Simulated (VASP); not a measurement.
# Zr (P6_3/mmc) in VASP: notebook

Zr is run at these levels: PBE; tasks: relaxation of shape and atoms at fixed volume.

All numbers are computed with VASP 6.6.1; they aren't measurements. Logs are shortened: lines on timing, memory, paths and dates and some standing lists are left out, and cuts for length are marked.

### 1 The cell of the first run

It takes space group P6_3/mmc (No. 194, hexagonal). Conventional cell: a = 3.298 Å, b = 3.298 Å, c = 5.264 Å, α = 90.00°, β = 90.00°, γ = 120.00°. Zr (site symmetry -6m2) has 12 Zr at 3.25 to 3.30 Å within 4.3 Å.

### 2 Relaxation of shape and atoms at fixed volume, PBE (24.80 Å³/atom)

File INCAR:

```
SYSTEM = Zr
PREC     = Accurate       ! precision mode
ENCUT    = 600            ! plane-wave cutoff, eV
EDIFF    = 1E-6           ! SCF threshold, eV
ISMEAR   = 0              ! smearing method
SIGMA    = 0.1            ! smearing width, eV
LREAL    = .False.        ! projectors in reciprocal space
LASPH    = .True.         ! aspherical terms in the spheres
NELM     = 100            ! most SCF steps
ALGO     = Fast           ! electronic algorithm
ISIF     = 4              ! what is computed and relaxed
LWAVE    = .False.        ! write WAVECAR
LCHARG   = .False.        ! write CHGCAR
GGA      = PE             ! functional
IBRION   = 2              ! ionic algorithm
NSW      = 50             ! ionic steps
EDIFFG   = -0.01          ! ionic threshold
```

File KPOINTS:

```
Automatic mesh
0
Gamma
  15 15 8
  0 0 0
```

File POSCAR:

```
Zr
1.0
    3.2983566603      0.0000000000      0.0000000000
   -1.6491783302      2.8564606586      0.0000000000
    0.0000000000      0.0000000000      5.2635917084
Zr
2
Direct
    0.3333333333      0.6666666667      0.2500000000
    0.6666666667      0.3333333333      0.7500000000
```

Potentials or basis: VASP PAW PBE potentials, release 64 (Zr_sv).

The run is started by

```sh
$ cat potpaw_PBE.64/Zr_sv/POTCAR > POTCAR
$ mpirun -np 1 vasp_std > vasp.out
```

OUTCAR:

```text
SYSTEM = Zr
   PREC = Accurate
   ENCUT = 600
   EDIFF = 1E-6
   ISMEAR = 0
   LREAL = .False.
   LASPH = .True.
   NELM = 100
   ISIF = 4
   GGA = PE
   IBRION = 2
   NSW = 50
   EDIFFG = -0.01

 ion  position               nearest neighbor table
   1  0.333  0.667  0.250-   2 3.25   2 3.25   2 3.25   2 3.25   2 3.25   2 3.25
   2  0.667  0.333  0.750-   1 3.25   1 3.25   1 3.25   1 3.25   1 3.25   1 3.25

  LATTYP: Found a hexagonal cell.
 ALAT       =     3.2983566603
 C/A-ratio  =     1.5958224809

  Lattice vectors:

 A1 = (   3.2983566603,   0.0000000000,   0.0000000000)
 A2 = (  -1.6491783302,   2.8564606586,   0.0000000000)
 A3 = (   0.0000000000,   0.0000000000,   5.2635917084)

Analysis of symmetry for initial positions (statically):
=====================================================================
 Subroutine PRICEL returns:
 Original cell was already a primitive cell.

 Routine SETGRP: Setting up the symmetry group for a
 hexagonal supercell.

 Subroutine GETGRP returns: Found 24 space group operations
 (whereof 12 operations were pure point group operations)
 out of a pool of 24 trial point group operations.

The static configuration has the point symmetry D_3d.
 The point group associated with its full space group is D_6h.

Analysis of symmetry for dynamics (positions and initial velocities):
=====================================================================
 Subroutine PRICEL returns:
 Original cell was already a primitive cell.

 Routine SETGRP: Setting up the symmetry group for a
 hexagonal supercell.

 Subroutine GETGRP returns: Found 24 space group operations
 (whereof 12 operations were pure point group operations)
 out of a pool of 24 trial point group operations.

The dynamic configuration has the point symmetry D_3d.
 The point group associated with its full space group is D_6h.

 Subroutine INISYM returns: Found 24 space group operations
 (whereof 12 operations are pure point group operations),
 and found     1 'primitive' translations

----------------------------------------------------------------------------------------

                                     Primitive cell

  volume of cell :      49.5916

  direct lattice vectors                    reciprocal lattice vectors
     3.298356660  0.000000000  0.000000000     0.303181282  0.175041795  0.000000000
    -1.649178330  2.856460659  0.000000000     0.000000000  0.350083589  0.000000000
     0.000000000  0.000000000  5.263591708     0.000000000  0.000000000  0.189984341

  length of vectors
     3.298356660  3.298356660  5.263591708     0.350083589  0.350083589  0.189984341

  position of ions in fractional coordinates (direct lattice)
     0.333333333  0.666666667  0.250000000
     0.666666667  0.333333333  0.750000000

  ion indices of the primitive-cell ions
   primitive index   ion index
                 1           1
                 2           2

----------------------------------------------------------------------------------------

 KPOINTS: Automatic mesh

Automatic generation of k-mesh.
 Grid dimensions read from file:
 generate k-points for:   15   15    8

 Generating k-lattice:

  Cartesian coordinates                     Fractional coordinates (reciprocal lattice)
     0.020212085  0.011669453  0.000000000     0.066666667  0.000000000  0.000000000
     0.000000000  0.023338906  0.000000000     0.000000000  0.066666667  0.000000000
     0.000000000  0.000000000  0.023748043     0.000000000  0.000000000  0.125000000

  Length of vectors
[... 55 lines left out ...]
   EDIFF  = 0.1E-05   stopping-criterion for ELM
   LREAL  =      F    real-space projection
   EDIFFG = -.1E-01   stopping-criterion for IOM
   NSW    =     50    number of steps for IOM
   IBRION =      2    ionic relax: 0-MD 1-quasi-New 2-CG
   NFREE  =      1    steps in history (QN), initial steepest desc. (CG)
   ISIF   =      4    stress and relaxation
   ISYM   =      2    0-nonsym 1-usesym 2-fastsym
   POTIM  = 0.5000    time-step for ionic-motion
   TEBEG  =    0.0;   TEEND  =   0.0 temperature during run
   PSTRESS=    0.0 pullay stress
   NELECT =      24.0000    total number of electrons
   NUPDOWN=      -1.0000    fix difference up-down
   EMIN   =  10.00;   EMAX   =-10.00  energy-range for DOS
   EFERMI =   0.00;   METHOD = LEGACY
   ISMEAR =     0;   SIGMA  =   0.10  broadening in eV -4-tet -1-fermi 0-gaus
   EFERMI_NEDOS =   21; number of points for ismear=-14 and -15
   IALGO  =     68    algorithm
   IMIX   =      4    mixing-type and parameters
     AMIX     =   0.40;   BMIX     =  1.00
     AMIX_MAG =   1.60;   BMIX_MAG =  1.00
  volume/ion in A,a.u.               =      24.80       167.33
  Fermi-wavevector in a.u.,A,eV,Ry     =   1.285314  2.428891 22.477260  1.652032
  Thomas-Fermi vector in A             =   2.417456
   LORBIT       =      0    0 simple, 1 ext, 2 COOP (PROOUT), +10 PAW based schemes
   GGA     = PE    functional components
   LHFCALC =     F    Hartree Fock is set to
   AEXX    =    0.0000 exact exchange contribution
   IVDW    =     0    specifies the selected vdW correction
   LEPSILON=     F    determine dielectric tensor
   LRPA    =     F    only Hartree local field effects (RPA)
 conjugate gradient relaxation of ions
 non-spin polarized calculation
 RMM-DIIS sequential band-by-band and
 Gauss-broadening in eV      SIGMA  =   0.10
  energy-cutoff  :      600.00
  volume of cell :       49.59
 maximum number of plane-waves:      1701
 NGX is ok and might be reduce to    28
   NGX = 13   NGY = 13   NGZ = 21

--------------------------------------- Ionic step        1  -------------------------------------------

 number of electron      24.0000000 magnetization

 Free energy of the ion-electron system (eV)
  ---------------------------------------------------
  ext. energy  EPLUGINS =         0.00000000
  ---------------------------------------------------
  free energy    TOTEN  =       -17.00168752 eV

  energy without entropy =      -16.99160808  energy(sigma->0) =      -16.99664780

------------------------ aborting loop because EDIFF is reached ----------------------------------------

  FORCE on cell =-STRESS in cart. coord.  units (eV):
  Direction    XX          YY          ZZ          XY          YZ          ZX
  --------------------------------------------------------------------------------------
  -------------------------------------------------------------------------------------
  Total       -1.5144204     -1.5144204     -1.5740590      0.0000000      0.0000000      0.0000000
  in kB      -48.9270445    -48.9270445    -50.8538151      0.0000000      0.0000000      0.0000000
  external PRESSURE =     -49.5693014 kB  Pullay stress =       0.0000000 kB

 VOLUME and BASIS-vectors are now :
 -----------------------------------------------------------------------------
  energy-cutoff  :      600.00
  volume of cell :       49.59
      direct lattice vectors                 reciprocal lattice vectors
     3.298356660  0.000000000  0.000000000     0.303181282  0.175041795  0.000000000
    -1.649178330  2.856460659  0.000000000     0.000000000  0.350083589  0.000000000
     0.000000000  0.000000000  5.263591708     0.000000000  0.000000000  0.189984341

 POSITION                                       TOTAL-FORCE (eV/Angst)
 -----------------------------------------------------------------------------------
     -0.00000      1.90431      1.31590        -0.000000      0.000000      0.000000
      1.64918      0.95215      3.94769         0.000000     -0.000000      0.000000
 -----------------------------------------------------------------------------------
    total drift:                               -0.000000      0.000000     -0.000000

  FREE ENERGIE OF THE ION-ELECTRON SYSTEM (eV)
  ---------------------------------------------------
  free  energy   TOTEN  =       -17.0016875161 eV

  energy  without entropy=      -16.9916080807  energy(sigma->0) =      -16.99664780

--------------------------------------- Ionic step        2  -------------------------------------------

 number of electron      24.0000000 magnetization

 Free energy of the ion-electron system (eV)
  ---------------------------------------------------
  ext. energy  EPLUGINS =         0.00000000
  ---------------------------------------------------
  free energy    TOTEN  =       -17.00172805 eV

  energy without entropy =      -16.99169986  energy(sigma->0) =      -16.99671396

 E-fermi :   8.3251     XC(G=0): -10.7996

 val. band max:        8.3230666079   @ k =   0.2667   0.2000   0.3750
 cond. band min:       8.3312360108   @ k =   0.2000   0.2000   0.5000
 fundamental gap:      0.0081694029
 Fermi energy:         8.3250655602

 k-point     1 :       0.0000    0.0000    0.0000
  band No.  band energies     occupation
      1     -40.6611      2.00000
      2     -40.5430      2.00000
      3     -19.0804      2.00000
      4     -18.3647      2.00000
      5     -18.3647      2.00000
      6     -18.2618      2.00000
[... 433 lines left out ...]
      3     -18.8670      2.00000
      4     -18.7325      2.00000
      5     -18.6737      2.00000
      6     -18.6351      2.00000
[... 8 lines left out ...]
     15       9.8192      0.00000
     16      12.2328      0.00000

 [... further k-points ...]

------------------------ aborting loop because EDIFF is reached ----------------------------------------

  FORCE on cell =-STRESS in cart. coord.  units (eV):
  Direction    XX          YY          ZZ          XY          YZ          ZX
  --------------------------------------------------------------------------------------
  -------------------------------------------------------------------------------------
  Total       -1.5236563     -1.5236563     -1.5489011      0.0000000     -0.0000000     -0.0000000
  in kB      -49.2254321    -49.2254321    -50.0410272      0.0000000     -0.0000000     -0.0000000
  external PRESSURE =     -49.4972971 kB  Pullay stress =       0.0000000 kB

 VOLUME and BASIS-vectors are now :
 -----------------------------------------------------------------------------
  energy-cutoff  :      600.00
  volume of cell :       49.59
      direct lattice vectors                 reciprocal lattice vectors
     3.299939050  0.000000000  0.000000000     0.303035900  0.174957858 -0.000000000
    -1.649969525  2.857831048  0.000000000    -0.000000000  0.349915717 -0.000000000
     0.000000000  0.000000000  5.258544915    -0.000000000 -0.000000000  0.190166675

 POSITION                                       TOTAL-FORCE (eV/Angst)
 -----------------------------------------------------------------------------------
     -0.00000      1.90522      1.31464         0.000000     -0.000000     -0.000000
      1.64997      0.95261      3.94391        -0.000000      0.000000      0.000000
 -----------------------------------------------------------------------------------
    total drift:                               -0.000000      0.000000     -0.000000

  FREE ENERGIE OF THE ION-ELECTRON SYSTEM (eV)
  ---------------------------------------------------
  free  energy   TOTEN  =       -17.0017280490 eV

  energy  without entropy=      -16.9916998615  energy(sigma->0) =      -16.99671396

 reached required accuracy - stopping structural energy minimisation
```

Run time: 2.9 min. Hardware: 1 thread of Intel Xeon Platinum 8259CL at 2.50GHz (Skylake/Cascade Lake), shared host; peak memory 0.26 GiB.

What came out:

| Quantity | Value |
| --- | --- |
| Free energy | -17.0017 eV |
| Energy gained by relaxing | 0.0 meV/atom |
| Ionic steps | 2 |
| Pressure after relaxing | -4.9 GPa |
| Band gap on the k mesh | zero (bands 12 and 13 overlap by 1.13 eV) |

Stress tensor (GPa, compression positive):
```
-4.92  0.00  0.00
 0.00 -4.92  0.00
 0.00  0.00 -5.00
```

Final structure:
```yaml
crystal:
  lattice:
    - [3.29994, 0.00000, 0.00000]
    - [-1.64997, 2.85783, 0.00000]
    - [0.00000, 0.00000, 5.25854]
  atoms:
    - { symbol: Zr, position: [0.33333, 0.66667, 0.25000] }
    - { symbol: Zr, position: [0.66667, 0.33333, 0.75000] }
```

### 3 Relaxation of shape and atoms at fixed volume, PBE (25.73 Å³/atom)

This run uses another cell than the first one, of 25.73 Å³/atom.

File INCAR:

```
SYSTEM = Zr
ALGO = Fast
EDIFF = 1E-6
EDIFFG = -0.01
ENCUT = 600
GGA = PE
IBRION = 2
ISIF = 4
ISMEAR = 0
LASPH = .TRUE.
LCHARG = .FALSE.
LREAL = .FALSE.
LWAVE = .FALSE.
NELM = 100
NSW = 50
PREC = Accurate
SIGMA = 0.1
```

File KPOINTS:

```
k-points
0
G
  15 15 8
  0 0 0
```

File POSCAR:

```
Zr
1.0
    3.3416714068      0.0000000000      0.0000000000
   -1.6708357034      2.8939723294      0.0000000000
    0.0000000000      0.0000000000      5.3215329966
Zr
2
Direct
    0.3333333333      0.6666666667      0.2500000000
    0.6666666667      0.3333333333      0.7500000000
```

Potentials or basis: VASP PAW PBE potentials, release 64 (Zr_sv).

The run is started by

```sh
$ cat potpaw_PBE.64/Zr_sv/POTCAR > POTCAR
$ mpirun -np 1 vasp_std > vasp.out
```

Run time: 3.4 min. Hardware: 1 thread of Intel Xeon Platinum 8259CL at 2.50GHz (Skylake/Cascade Lake), shared host; peak memory 0.28 GiB.

It converged, with:

```yaml
Free_energy: -16.9286 eV
Energy_gained_by_relaxing: 0.0 meV/atom
Ionic_steps: 2
Pressure_after_relaxing: -7.6 GPa
Band_gap_on_the_k_mesh: zero (bands 12 and 13 overlap by 1.11 eV)
```

Stress tensor (GPa, compression positive):
```
-7.57  0.00  0.00
 0.00 -7.57  0.00
 0.00  0.00 -7.66
```

Final structure:
```
Zr
1.0
     3.34334    0.00000    0.00000
    -1.67167    2.89542    0.00000
     0.00000    0.00000    5.31623
Zr
2
Cartesian
  0.0000 1.9303 1.3291
  1.6717 0.9651 3.9872
```

Levels at points of the mesh, in eV from the Fermi level:
```csv
k point,band 8,band 9,band 10,band 11,band 12,band 13,band 14,band 15,band 16
"(0.00, 0.00, 0.00)",-26.69,-5.47,-2.78,0.82,0.82,0.84,0.96,1.42,1.42
"(0.00, 0.00, 0.50)",-26.74,-3.88,-3.88,0.05,0.05,0.73,0.73,0.73,0.73
```
